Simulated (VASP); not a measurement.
# CoCl (Pm-3m) in VASP: relaxation of cell and atoms with PBE

Aim: the relaxation of cell and atoms of CoCl with PBE.

Program: VASP 6.6.1. These are calculated values, not measurements. Logs are shortened: lines on timing, memory, paths and dates and some standing lists are left out, and cuts for length are marked.

### Step 1. The cell of the first run

The structure is cubic, space group Pm-3m (No. 221). The conventional cell has a = 3.076 Å, b = 3.076 Å, c = 3.076 Å, α = 90.00°, β = 90.00°, γ = 90.00°. Within 3.5 Å of Co (site symmetry m-3m) lie 8 Cl at 2.66 Å and 6 Co at 3.08 Å. Within 3.5 Å of Cl (site symmetry m-3m) lie 8 Co at 2.66 Å and 6 Cl at 3.08 Å.

### Step 2. Relaxation of cell and atoms, PBE, collinear spin, ferromagnetic start

Input file INCAR:

```
SYSTEM = CoCl
PREC = Accurate
ENCUT = 600
EDIFF = 1E-6
ISMEAR = 0
SIGMA = 0.1
LREAL = .False.
LASPH = .True.
NELM = 150
ALGO = Normal
ISIF = 3
LWAVE = .False.
LCHARG = .False.
ISPIN = 2
MAGMOM = 2.12 0.15
LORBIT = 11
LMAXMIX = 4
GGA = PE
IBRION = 2
NSW = 100
EDIFFG = -0.01
```

Input file KPOINTS:

```
Automatic mesh
0
Gamma
  18 18 18
  0 0 0
```

Input file POSCAR:

```
CoCl
1.0
    3.0755950481      0.0000000000      0.0000000000
    0.0000000000      3.0755950481      0.0000000000
    0.0000000000      0.0000000000      3.0755950481
Co Cl
1 1
Direct
    0.0000000000      0.0000000000      0.0000000000
    0.5000000000      0.5000000000      0.5000000000
```

Potentials or basis: VASP PAW PBE potentials, release 64 (Co, Cl).

Command:

```
> cat potpaw_PBE.64/Co/POTCAR potpaw_PBE.64/Cl/POTCAR > POTCAR
> mpirun -np 1 vasp_std > vasp.out
```

OUTCAR:

```text
SYSTEM = CoCl
   PREC = Accurate
   ENCUT = 600
   EDIFF = 1E-6
   ISMEAR = 0
   LREAL = .False.
   LASPH = .True.
   NELM = 150
   ISIF = 3
   ISPIN = 2
   LORBIT = 11
   GGA = PE
   IBRION = 2
   NSW = 100
   EDIFFG = -0.01

 ion  position               nearest neighbor table
   1  0.000  0.000  0.000-   2 2.66   2 2.66   2 2.66   2 2.66   2 2.66   2 2.66   2 2.66   2 2.66

   2  0.500  0.500  0.500-   1 2.66   1 2.66   1 2.66   1 2.66   1 2.66   1 2.66   1 2.66   1 2.66

  LATTYP: Found a simple cubic cell.
 ALAT       =     3.0755950481

  Lattice vectors:

 A1 = (   3.0755950481,   0.0000000000,   0.0000000000)
 A2 = (   0.0000000000,   3.0755950481,   0.0000000000)
 A3 = (   0.0000000000,   0.0000000000,   3.0755950481)

Analysis of symmetry for initial positions (statically):
=====================================================================
 Subroutine PRICEL returns:
 Original cell was already a primitive cell.

 Routine SETGRP: Setting up the symmetry group for a
 simple cubic supercell.

 Subroutine GETGRP returns: Found 48 space group operations
 (whereof 48 operations were pure point group operations)
 out of a pool of 48 trial point group operations.

The static configuration has the point symmetry O_h .

Analysis of symmetry for dynamics (positions and initial velocities):
=====================================================================
 Subroutine PRICEL returns:
 Original cell was already a primitive cell.

 Routine SETGRP: Setting up the symmetry group for a
 simple cubic supercell.

 Subroutine GETGRP returns: Found 48 space group operations
 (whereof 48 operations were pure point group operations)
 out of a pool of 48 trial point group operations.

The dynamic configuration has the point symmetry O_h .

Analysis of structural, dynamic, and magnetic symmetry:
=====================================================================
 Subroutine PRICEL returns:
 Original cell was already a primitive cell.

 Routine SETGRP: Setting up the symmetry group for a
 simple cubic supercell.

 Subroutine GETGRP returns: Found 48 space group operations
 (whereof 48 operations were pure point group operations)
 out of a pool of 48 trial point group operations.

The overall configuration has the point symmetry O_h .

 Subroutine INISYM returns: Found 48 space group operations
 (whereof 48 operations are pure point group operations),
 and found     1 'primitive' translations

----------------------------------------------------------------------------------------

                                     Primitive cell

  volume of cell :      29.0929

  direct lattice vectors                    reciprocal lattice vectors
     3.075595048  0.000000000  0.000000000     0.325140334  0.000000000  0.000000000
     0.000000000  3.075595048  0.000000000     0.000000000  0.325140334  0.000000000
     0.000000000  0.000000000  3.075595048     0.000000000  0.000000000  0.325140334

  length of vectors
     3.075595048  3.075595048  3.075595048     0.325140334  0.325140334  0.325140334

  position of ions in fractional coordinates (direct lattice)
     0.000000000  0.000000000  0.000000000
     0.500000000  0.500000000  0.500000000

  ion indices of the primitive-cell ions
   primitive index   ion index
                 1           1
                 2           2

----------------------------------------------------------------------------------------

 KPOINTS: Automatic mesh

Automatic generation of k-mesh.
 Grid dimensions read from file:
 generate k-points for:   18   18   18

 Generating k-lattice:

  Cartesian coordinates                     Fractional coordinates (reciprocal lattice)
     0.018063352  0.000000000  0.000000000     0.055555556  0.000000000  0.000000000
     0.000000000  0.018063352  0.000000000     0.000000000  0.055555556  0.000000000
     0.000000000  0.000000000  0.018063352     0.000000000  0.000000000  0.055555556

[... 109 lines left out ...]

  FORCE on cell =-STRESS in cart. coord.  units (eV):
  Direction    XX          YY          ZZ          XY          YZ          ZX
  --------------------------------------------------------------------------------------
  -------------------------------------------------------------------------------------
  Total       -0.0953462     -0.0953462     -0.0953462     -0.0000000     -0.0000000     -0.0000000
  in kB       -5.2508130     -5.2508130     -5.2508130     -0.0000000     -0.0000000     -0.0000000
  external PRESSURE =      -5.2508130 kB  Pullay stress =       0.0000000 kB

 VOLUME and BASIS-vectors are now :
 -----------------------------------------------------------------------------
  energy-cutoff  :      600.00
  volume of cell :       29.09
      direct lattice vectors                 reciprocal lattice vectors
     3.075595048  0.000000000  0.000000000     0.325140334  0.000000000  0.000000000
     0.000000000  3.075595048  0.000000000     0.000000000  0.325140334  0.000000000
     0.000000000  0.000000000  3.075595048     0.000000000  0.000000000  0.325140334

 POSITION                                       TOTAL-FORCE (eV/Angst)
 -----------------------------------------------------------------------------------
      0.00000      0.00000      0.00000         0.000000      0.000000      0.000000
      1.53780      1.53780      1.53780         0.000000      0.000000      0.000000
 -----------------------------------------------------------------------------------
    total drift:                                0.000000      0.000000      0.000000

  FREE ENERGIE OF THE ION-ELECTRON SYSTEM (eV)
  ---------------------------------------------------
  free  energy   TOTEN  =        -7.8614933394 eV

  energy  without entropy=       -7.8469986486  energy(sigma->0) =       -7.85424599

--------------------------------------- Ionic step        2  -------------------------------------------

 number of electron      16.0000000 magnetization       2.0034402

 Free energy of the ion-electron system (eV)
  ---------------------------------------------------
  ext. energy  EPLUGINS =         0.00000000
  ---------------------------------------------------
  free energy    TOTEN  =        -7.86175623 eV

  energy without entropy =       -7.84762747  energy(sigma->0) =       -7.85469185

 E-fermi :   8.6170     XC(G=0): -11.5710

 val. band max:        8.6158766474   @ k =   0.0556   0.0000   0.0000
 cond. band min:       8.6177749073   @ k =   0.5000   0.4444   0.3333
 fundamental gap:      0.0018982599
 Fermi energy:         8.6170395037

 spin component 1

 k-point     1 :       0.0000    0.0000    0.0000
  band No.  band energies     occupation
      1     -10.0117      1.00000
      2       4.4179      1.00000
      3       4.4179      1.00000
      4       4.4179      1.00000
      5       5.4504      1.00000
      6       5.4504      1.00000
      7       6.6109      1.00000
      8       6.6109      1.00000
      9       6.6109      1.00000
     10       8.2831      1.00000
     11      15.4991      0.00000
     12      15.4991      0.00000
     13      22.7146      0.00000
[... 356 lines left out ...]
      2       0.5256      1.00000
      3       3.6354      1.00000
      4       4.1993      1.00000
      5       5.7809      1.00000
      6       6.5915      1.00000
      7       6.7162      1.00000
      8       7.1387      1.00000
      9       7.4214      1.00000
     10      11.5570      0.00000
     11      14.9664      0.00000
     12      16.1010      0.00000
     13      17.8511      0.00000

 [... further k-points ...]

 spin component 2

 k-point     1 :       0.0000    0.0000    0.0000
  band No.  band energies     occupation
      1      -9.8752      1.00000
      2       4.5600      1.00000
      3       4.5600      1.00000
      4       4.5600      1.00000
      5       6.7753      1.00000
      6       6.7753      1.00000
      7       8.5242      0.90550
      8       8.5976      0.60821
      9       8.5976      0.60821
     10       8.5976      0.60821
     11      15.8785      0.00000
     12      15.8785      0.00000
     13      23.0778      0.00000
[... 356 lines left out ...]
      2       0.6538      1.00000
      3       3.9501      1.00000
      4       4.6161      1.00000
      5       7.2346      1.00000
      6       8.3190      0.99999
      7       8.5618      0.78255
      8       8.8619      0.00027
      9       9.1537      0.00000
     10      11.8571      0.00000
     11      15.2583      0.00000
     12      16.2159      0.00000
     13      18.0648      0.00000

 [... further k-points ...]

------------------------ aborting loop because EDIFF is reached ----------------------------------------

  FORCE on cell =-STRESS in cart. coord.  units (eV):
  Direction    XX          YY          ZZ          XY          YZ          ZX
  --------------------------------------------------------------------------------------
  -------------------------------------------------------------------------------------
  Total       -0.0048330     -0.0048330     -0.0048330      0.0000000      0.0000000      0.0000000
  in kB       -0.2680032     -0.2680032     -0.2680032      0.0000000      0.0000000      0.0000000
  external PRESSURE =      -0.2680032 kB  Pullay stress =       0.0000000 kB

 VOLUME and BASIS-vectors are now :
 -----------------------------------------------------------------------------
  energy-cutoff  :      600.00
  volume of cell :       28.89
      direct lattice vectors                 reciprocal lattice vectors
     3.068521558 -0.000000000 -0.000000000     0.325889840  0.000000000  0.000000000
    -0.000000000  3.068521558 -0.000000000     0.000000000  0.325889840  0.000000000
    -0.000000000 -0.000000000  3.068521558     0.000000000  0.000000000  0.325889840

 POSITION                                       TOTAL-FORCE (eV/Angst)
 -----------------------------------------------------------------------------------
      0.00000      0.00000      0.00000         0.000000      0.000000      0.000000
      1.53426      1.53426      1.53426        -0.000000     -0.000000      0.000000
 -----------------------------------------------------------------------------------
    total drift:                               -0.000000      0.000000      0.000000

  FREE ENERGIE OF THE ION-ELECTRON SYSTEM (eV)
  ---------------------------------------------------
  free  energy   TOTEN  =        -7.8617562340 eV

  energy  without entropy=       -7.8476274662  energy(sigma->0) =       -7.85469185

 reached required accuracy - stopping structural energy minimisation

 total charge

# of ion       s       p       d       tot
------------------------------------------
    1        0.225   0.211   7.374   7.810
    2        1.621   3.435   0.000   5.056
--------------------------------------------------
tot          1.846   3.646   7.374  12.866

 magnetization (x)

# of ion       s       p       d       tot
------------------------------------------
    1       -0.012  -0.006   1.927   1.908
    2        0.005   0.149   0.000   0.155
--------------------------------------------------
tot         -0.007   0.143   1.927   2.062
```

It took 4.4 min on 1 thread of Oxide Virtual Turin-like, shared host; peak memory 0.27 GiB.

What came out:

```
Free energy                                           : -7.8618 eV
Relaxed volume                                        : 14.45 Å³/atom
Relaxed cell                                          : a = 3.069 Å, b = 3.069 Å, c = 3.069 Å, α = 90.00°, β = 90.00°, γ = 90.00°
Space group after relaxing (to 0.1 Å)                 : Pm-3m (No. 221)
Energy gained by relaxing                             : 0.1 meV/atom
Ionic steps                                           : 2
Pressure after relaxing                               : 0.0 GPa
Band gap on the k mesh                                : zero (filled and empty bands overlap)
Net moment                                            : 2.00 μB per cell
Site moments                                          : Co +1.91; Cl +0.15 μB
Valence electrons inside the program's atomic spheres : Co 7.81; Cl 5.06
```

Step by step:
```csv
step,energy change (eV),largest force (eV/Å),pressure (GPa),volume (Å³)
1,0.0000,0.0000,-0.53,29.09
2,-0.0003,0.0000,-0.03,28.89
```

Final structure:
```
CELL_PARAMETERS angstrom
3.06852 0.00000 0.00000
0.00000 3.06852 0.00000
0.00000 0.00000 3.06852
ATOMIC_POSITIONS crystal
Co 0.00000 0.00000 0.00000
Cl 0.50000 0.50000 0.50000
```

Levels at points of the mesh, in eV from the Fermi level:
Spin up:
| k point | band 7 | band 8 | band 9 | band 10 | band 11 | band 12 |
| --- | --- | --- | --- | --- | --- | --- |
| (0.00, 0.00, 0.00) | -2.01 | -2.01 | -2.01 | -0.33 | 6.88 | 6.88 |
| (0.50, 0.00, 0.00) | -1.58 | -0.88 | -0.88 | 3.59 | 5.54 | 7.05 |
| (0.50, 0.50, 0.00) | -2.41 | -2.27 | -1.50 | 0.94 | 8.65 | 8.65 |
| (0.50, 0.50, 0.50) | -0.83 | -0.83 | -0.83 | 1.93 | 1.93 | 1.93 |
Spin down:
| k point | band 3 | band 4 | band 5 | band 6 | band 7 | band 8 | band 9 | band 10 | band 11 | band 12 |
| --- | --- | --- | --- | --- | --- | --- | --- | --- | --- | --- |
| (0.00, 0.00, 0.00) | -4.06 | -4.06 | -1.84 | -1.84 | -0.09 | -0.02 | -0.02 | -0.02 | 7.26 | 7.26 |
| (0.50, 0.00, 0.00) | -4.09 | -4.09 | -1.34 | 0.09 | 0.15 | 0.78 | 0.78 | 3.65 | 5.95 | 7.04 |
| (0.50, 0.50, 0.00) | -7.42 | -2.94 | -2.21 | -0.56 | -0.56 | -0.45 | 0.31 | 1.90 | 8.77 | 8.77 |
| (0.50, 0.50, 0.50) | -7.01 | -7.01 | 0.34 | 0.34 | 0.99 | 0.99 | 0.99 | 1.96 | 1.96 | 1.96 |

Caveat: a cell with one magnetic atom can't hold antiferromagnetic order, which such compounds often take; semilocal functionals often make such compounds metallic where correlation or magnetic order opens a gap, which also shifts bond lengths. With open d or f shells a metallic result of PBE can be an artefact of self-interaction; +U or a hybrid may open a gap.
